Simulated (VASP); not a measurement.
Here is a VASP 6.6.1 calculation.

The input INCAR:

```
PREC = Accurate
ENCUT = 520
EDIFF = 1E-7
ISMEAR = -1
SIGMA = 0.1
LREAL = False
LASPH = True
NELM = 60
ALGO = Normal
ISIF = 2
LWAVE = False
LCHARG = False
GGA = PS
NBANDS = 8
```

File KPOINTS:

```
Automatic mesh
0
Gamma
  16 16 16
```

File POSCAR:

```
Si
1.0
    0.0000000000      1.9639290258      1.9639290258
    1.9639290258      0.0000000000      1.9639290258
    1.9639290258      1.9639290258      0.0000000000
Si
1
Direct
    0.0000000000      0.0000000000      0.0000000000
```

Potentials or basis: VASP PAW PBE potentials, release 64 (Si).

Launch:

```sh
$ cat potpaw_PBE.64/Si/POTCAR > POTCAR
$ mpirun -np 1 vasp_std > vasp.out
```

Task: Predict the pressure.

Result: -5.8 GPa.

Task: Predict the band gap on the k mesh.

Result: Zero (band 2 reaches 20.11 eV, above the bottom of band 3 at 6.56 eV).

Caveat: the PAW data sets were made with another functional, which shifts forces and pressure a little.
